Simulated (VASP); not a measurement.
# Al3GaN4 (P-43m) in VASP: single point with r2SCAN+rVV10

Aim: the single point of Al3GaN4 with r2SCAN+rVV10.

Everything below comes from runs of VASP 6.6.1. Logs are shortened: lines on timing, memory, paths and dates and some standing lists are left out, and cuts for length are marked.

### 1 The cell of the first run

It takes space group P-43m (No. 215, cubic). The conventional cell has a = 4.395 Å, b = 4.395 Å, c = 4.395 Å, α = 90.00°, β = 90.00°, γ = 90.00°. Within 2.5 Å of Al (site symmetry -42m) lie 4 N at 1.89 Å. Within 2.6 Å of Ga (site symmetry -43m) lie 4 N at 1.95 Å. Within 2.5 Å of N (site symmetry 3m) lie 3 Al at 1.89 Å and 1 Ga at 1.95 Å.

### 2 Single point, r2SCAN+rVV10

Input file POSCAR:

```
Al3GaN4
1.0
    4.3950868155      0.0000000000      0.0000000000
    0.0000000000      4.3950868155      0.0000000000
    0.0000000000      0.0000000000      4.3950868155
Al Ga N
3 1 4
Direct
    0.5000000000      0.5000000000      0.0000000000
    0.5000000000      0.0000000000      0.5000000000
    0.0000000000      0.5000000000      0.5000000000
    0.0000000000      0.0000000000      0.0000000000
    0.7444870850      0.7444870850      0.2555129150
    0.7444870850      0.2555129150      0.7444870850
    0.2555129150      0.7444870850      0.7444870850
    0.2555129150      0.2555129150      0.2555129150
```

Input file INCAR.step1:

```
SYSTEM = Al3GaN4
PREC = Accurate
ENCUT = 910
ISMEAR = -1
SIGMA = 0.03
LREAL = .False.
LASPH = .True.
NELM = 120
NBANDS = 31
GGA = PE
ALGO = Normal
EDIFF = 1E-5
LWAVE = .True.
LCHARG = .False.
GGA_COMPAT = .False.
```

Input file INCAR.step2:

```
SYSTEM = Al3GaN4
PREC = Accurate
ENCUT = 910
EDIFF = 1E-6
ISMEAR = -1
SIGMA = 0.03
LREAL = .False.
LASPH = .True.
NELM = 120
ALGO = Normal
ISIF = 2
LWAVE = .False.
LCHARG = .False.
METAGGA = R2SCAN
LMIXTAU = .True.
LUSE_VDW = .True.
IVDW_NL = 2
BPARAM = 11.95
CPARAM = 0.0093
NBANDS = 31
ISTART = 1
GGA_COMPAT = .False.
```

Input file KPOINTS:

```
regular mesh
0
Gamma
  6 6 6
  0 0 0
```

Potentials or basis: VASP PAW PBE potentials, release 64 (Al, Ga_d, N_h).

Run with:

```sh
$ cat potpaw_PBE.64/Al/POTCAR potpaw_PBE.64/Ga_d/POTCAR potpaw_PBE.64/N_h/POTCAR > POTCAR
$ cp INCAR.step1 INCAR
$ mpirun -np 1 vasp_std > vasp.out
$ cp INCAR.step2 INCAR
$ mpirun -np 1 vasp_std > vasp.out
```

OUTCAR:

```text
SYSTEM = Al3GaN4
   PREC = Accurate
   ENCUT = 910
   EDIFF = 1E-6
   ISMEAR = -1
   LREAL = .False.
   LASPH = .True.
   NELM = 120
   ISIF = 2
   METAGGA = R2SCAN
   IVDW_NL = 2
   BPARAM = 11.95
   ISTART = 1

 ion  position               nearest neighbor table
   1  0.500  0.500  0.000-   5 1.89   6 1.89   7 1.89   8 1.89   3 3.11   4 3.11   2 3.11   2 3.11
                             3 3.11   2 3.11   4 3.11   2 3.11   3 3.11   4 3.11   3 3.11   4 3.11
   2  0.500  0.000  0.500-   5 1.89   6 1.89   7 1.89   8 1.89   3 3.11   4 3.11   1 3.11   1 3.11
                             4 3.11   1 3.11   3 3.11   1 3.11   3 3.11   4 3.11   4 3.11   3 3.11
   3  0.000  0.500  0.500-   5 1.89   6 1.89   7 1.89   8 1.89   2 3.11   4 3.11   1 3.11   1 3.11
                             4 3.11   2 3.11   4 3.11   4 3.11   1 3.11   2 3.11   1 3.11   2 3.11
   4  0.000  0.000  0.000-   5 1.95   6 1.95   7 1.95   8 1.95   2 3.11   3 3.11   1 3.11   2 3.11
                             3 3.11   1 3.11   3 3.11   3 3.11   1 3.11   2 3.11   2 3.11   1 3.11
   5  0.744  0.744  0.256-   1 1.89   2 1.89   3 1.89   4 1.95
   6  0.744  0.256  0.744-   1 1.89   2 1.89   3 1.89   4 1.95
   7  0.256  0.744  0.744-   1 1.89   2 1.89   3 1.89   4 1.95
   8  0.256  0.256  0.256-   1 1.89   2 1.89   3 1.89   4 1.95

  LATTYP: Found a simple cubic cell.
 ALAT       =     4.3950868155

  Lattice vectors:

 A1 = (   4.3950868155,   0.0000000000,   0.0000000000)
 A2 = (   0.0000000000,   4.3950868155,   0.0000000000)
 A3 = (   0.0000000000,   0.0000000000,   4.3950868155)

Analysis of symmetry for initial positions (statically):
=====================================================================
 Subroutine PRICEL returns:
 Original cell was already a primitive cell.

 Routine SETGRP: Setting up the symmetry group for a
 simple cubic supercell.

 Subroutine GETGRP returns: Found 24 space group operations
 (whereof 24 operations were pure point group operations)
 out of a pool of 48 trial point group operations.

The static configuration has the point symmetry T_d .

Analysis of symmetry for dynamics (positions and initial velocities):
=====================================================================
 Subroutine PRICEL returns:
 Original cell was already a primitive cell.

 Routine SETGRP: Setting up the symmetry group for a
 simple cubic supercell.

 Subroutine GETGRP returns: Found 24 space group operations
 (whereof 24 operations were pure point group operations)
 out of a pool of 48 trial point group operations.

The dynamic configuration has the point symmetry T_d .

 Subroutine INISYM returns: Found 24 space group operations
 (whereof 24 operations are pure point group operations),
 and found     1 'primitive' translations

----------------------------------------------------------------------------------------

                                     Primitive cell

  volume of cell :      84.8990

  direct lattice vectors                    reciprocal lattice vectors
     4.395086816  0.000000000  0.000000000     0.227526791  0.000000000  0.000000000
     0.000000000  4.395086816  0.000000000     0.000000000  0.227526791  0.000000000
     0.000000000  0.000000000  4.395086816     0.000000000  0.000000000  0.227526791

  length of vectors
     4.395086816  4.395086816  4.395086816     0.227526791  0.227526791  0.227526791

  position of ions in fractional coordinates (direct lattice)
     0.500000000  0.500000000  0.000000000
     0.500000000  0.000000000  0.500000000
     0.000000000  0.500000000  0.500000000
     0.000000000  0.000000000  0.000000000
     0.744487085  0.744487085  0.255512915
     0.744487085  0.255512915  0.744487085
     0.255512915  0.744487085  0.744487085
     0.255512915  0.255512915  0.255512915

  ion indices of the primitive-cell ions
   primitive index   ion index
                 1           1
                 2           2
                 3           3
                 4           4
                 5           5
                 6           6
                 7           7
                 8           8

----------------------------------------------------------------------------------------

 KPOINTS: regular mesh

Automatic generation of k-mesh.
 Grid dimensions read from file:
 generate k-points for:    6    6    6

 Generating k-lattice:

  Cartesian coordinates                     Fractional coordinates (reciprocal lattice)
     0.037921132  0.000000000  0.000000000     0.166666667  0.000000000  0.000000000
     0.000000000  0.037921132  0.000000000     0.000000000  0.166666667  0.000000000
     0.000000000  0.000000000  0.037921132     0.000000000  0.000000000  0.166666667

  Length of vectors
     0.037921132  0.037921132  0.037921132

  Shift w.r.t. Gamma in fractional coordinates (k-lattice)
     0.000000000  0.000000000  0.000000000

 Subroutine IBZKPT returns following result:
 ===========================================

 Found     20 irreducible k-points:

 Following reciprocal coordinates:
            Coordinates               Weight
  0.000000  0.000000  0.000000      1.000000
  0.166667  0.000000  0.000000      6.000000
  0.333333  0.000000  0.000000      6.000000
  0.500000  0.000000  0.000000      3.000000
  0.166667  0.166667  0.000000     12.000000
  0.333333  0.166667  0.000000     24.000000
[... 12 lines left out ...]
  0.500000  0.500000  0.333333      6.000000
  0.500000  0.500000  0.500000      1.000000
   k-points           NKPTS =     20   k-points in BZ     NKDIM =     20   number of bands    NBANDS=     31
   number of dos      NEDOS =    301   number of ions     NIONS =      8
   total plane-waves  NPLWV = 110592
   dimension x,y,z NGX =    48 NGY =   48 NGZ =   48
   dimension x,y,z NGXF=    96 NGYF=   96 NGZF=   96
   ions per type =               3   1   4
   NGX,Y,Z   is equivalent  to a cutoff of  18.16, 18.16, 18.16 a.u.
   NGXF,Y,Z  is equivalent  to a cutoff of  36.31, 36.31, 36.31 a.u.
 SYSTEM =  Al3GaN4
   PREC   = accura    normal or accurate (medium, high low for compatibility)
   ISTART =      1    job   : 0-new  1-cont  2-samecut
   ICHARG =      0    charge: 1-file 2-atom 10-const
   ISPIN  =      1    spin polarized calculation?
   LNONCOLLINEAR =      F non collinear calculations
   LSORBIT =      F    spin-orbit coupling
   LASPH  =      T    aspherical Exc in radial PAW
   ENCUT  =  910.0 eV  66.88 Ry    8.18 a.u.  10.81 10.81 10.81*2*pi/ulx,y,z
   NELM   =    120;   NELMIN=  2; NELMDL=  0     # of ELM steps
   EDIFF  = 0.1E-05   stopping-criterion for ELM
   LREAL  =      F    real-space projection
   EDIFFG = 0.1E-04   stopping-criterion for IOM
   NSW    =      0    number of steps for IOM
   IBRION =     -1    ionic relax: 0-MD 1-quasi-New 2-CG
   NFREE  =      0    steps in history (QN), initial steepest desc. (CG)
   ISIF   =      2    stress and relaxation
   ISYM   =      2    0-nonsym 1-usesym 2-fastsym
   POTIM  = 0.5000    time-step for ionic-motion
   TEBEG  =    0.0;   TEEND  =   0.0 temperature during run
   PSTRESS=    0.0 pullay stress
   NELECT =      42.0000    total number of electrons
   NUPDOWN=      -1.0000    fix difference up-down
   EMIN   =  10.00;   EMAX   =-10.00  energy-range for DOS
   EFERMI =   0.00;   METHOD = LEGACY
   ISMEAR =    -1;   SIGMA  =   0.03  broadening in eV -4-tet -1-fermi 0-gaus
   EFERMI_NEDOS =   21; number of points for ismear=-14 and -15
   IALGO  =     38    algorithm
   IMIX   =      4    mixing-type and parameters
     AMIX     =   0.40;   BMIX     =  1.00
     AMIX_MAG =   1.60;   BMIX_MAG =  1.00
  volume/ion in A,a.u.               =      10.61        71.62
  Fermi-wavevector in a.u.,A,eV,Ry     =   1.294764  2.446748 22.808979  1.676413
  Thomas-Fermi vector in A             =   2.426326
   LORBIT       =      0    0 simple, 1 ext, 2 COOP (PROOUT), +10 PAW based schemes
   METAGGA = R2SCAN    functional components
   LHFCALC =     F    Hartree Fock is set to
   AEXX    =    0.0000 exact exchange contribution
   IVDW_NL    =     2    kernel type
   BPARAM     =11.9500
   IVDW    =     0    specifies the selected vdW correction
   LEPSILON=     F    determine dielectric tensor
   LRPA    =     F    only Hartree local field effects (RPA)
 non-spin polarized calculation
  energy-cutoff  :      910.00
  volume of cell :       84.90
 maximum number of plane-waves:      5400
 NGX is ok and might be reduce to    48
   NGX = 21   NGY = 21   NGZ = 21

 number of electron      41.9999999 magnetization

 Free energy of the ion-electron system (eV)
  ---------------------------------------------------
  ext. energy  EPLUGINS =         0.00000000
  ---------------------------------------------------
  free energy    TOTEN  =       -78.34605109 eV

  energy without entropy =      -78.34605109  energy(sigma->0) =      -78.34605109

 E-fermi :   6.5013     XC(G=0): -11.8085

 val. band max:        5.8408622555   @ k =   0.0000   0.0000   0.0000
 cond. band min:       9.8029615304   @ k =   0.0000   0.0000   0.0000
 fundamental gap:      3.9620992749
 Fermi energy:         6.5012895238

 k-point     1 :       0.0000    0.0000    0.0000
  band No.  band energies     occupation
      1     -10.1710      2.00000
      2      -8.2227      2.00000
      3      -8.2227      2.00000
      4      -8.2227      2.00000
      5      -7.0933      2.00000
      6      -7.0933      2.00000
[... 23 lines left out ...]
     30      18.6937      0.00000
     31      18.6937      0.00000

 k-point     2 :       0.1667    0.0000    0.0000
  band No.  band energies     occupation
      1     -10.0425      2.00000
      2      -8.3170      2.00000
      3      -8.2280      2.00000
      4      -8.2280      2.00000
      5      -7.0918      2.00000
      6      -7.0886      2.00000
[... 604 lines left out ...]
 k-point    20 :       0.5000    0.5000    0.5000
  band No.  band energies     occupation
      1      -8.6539      2.00000
      2      -8.6539      2.00000
      3      -8.6539      2.00000
      4      -8.2536      2.00000
      5      -7.0548      2.00000
      6      -7.0548      2.00000
[... 23 lines left out ...]
     30      17.3656      0.00000
     31      17.3665      0.00000

------------------------ aborting loop because EDIFF is reached ----------------------------------------

  FORCE on cell =-STRESS in cart. coord.  units (eV):
  Direction    XX          YY          ZZ          XY          YZ          ZX
  --------------------------------------------------------------------------------------
  -------------------------------------------------------------------------------------
  Total       -0.0699614     -0.0699614     -0.0699614      0.0000000     -0.0000000      0.0000000
  in kB       -1.3202816     -1.3202816     -1.3202816      0.0000000     -0.0000000      0.0000000
  external PRESSURE =      -1.3202816 kB  Pullay stress =       0.0000000 kB

 VOLUME and BASIS-vectors are now :
 -----------------------------------------------------------------------------
  energy-cutoff  :      910.00
  volume of cell :       84.90
      direct lattice vectors                 reciprocal lattice vectors
     4.395086816  0.000000000  0.000000000     0.227526791  0.000000000  0.000000000
     0.000000000  4.395086816  0.000000000     0.000000000  0.227526791  0.000000000
     0.000000000  0.000000000  4.395086816     0.000000000  0.000000000  0.227526791

 POSITION                                       TOTAL-FORCE (eV/Angst)
 -----------------------------------------------------------------------------------
      2.19754      2.19754      0.00000         0.000000     -0.000000      0.000000
      2.19754      0.00000      2.19754        -0.000000      0.000000     -0.000000
      0.00000      2.19754      2.19754         0.000000     -0.000000     -0.000000
      0.00000      0.00000      0.00000        -0.000000     -0.000000     -0.000000
      3.27209      3.27209      1.12300        -0.043386     -0.043386      0.043386
      3.27209      1.12300      3.27209        -0.043386      0.043386     -0.043386
      1.12300      3.27209      3.27209         0.043386     -0.043386     -0.043386
      1.12300      1.12300      1.12300         0.043386      0.043386      0.043386
 -----------------------------------------------------------------------------------
    total drift:                                0.000000      0.000000      0.000000

  FREE ENERGIE OF THE ION-ELECTRON SYSTEM (eV)
  ---------------------------------------------------
  free  energy   TOTEN  =       -78.3460510924 eV

  energy  without entropy=      -78.3460510924  energy(sigma->0) =      -78.34605109
```

It took 8 min on 1 thread of AMD EPYC 7R13 (Zen 3), shared host; peak memory 0.78 GiB.

Results:

| Property | Result |
| --- | --- |
| Free energy | -78.3461 eV |
| Pressure | -0.1 GPa |
| Largest force | 0.075 eV/Å |
| Band gap on the k mesh | 3.96 eV |

Forces on the atoms (eV/Å):
```
Al   0.000  0.000  0.000
Al   0.000  0.000  0.000
Al   0.000  0.000  0.000
Ga   0.000  0.000  0.000
N   -0.043 -0.043  0.043
N   -0.043  0.043 -0.043
N    0.043 -0.043 -0.043
N    0.043  0.043  0.043
```

Caveat: the cutoff is under 1.25 times the usual one of these potentials, so pressure, stress and relaxed cells hold a basis-set (Pulay) error; the PAW data sets were made with another functional, which shifts forces and pressure a little.
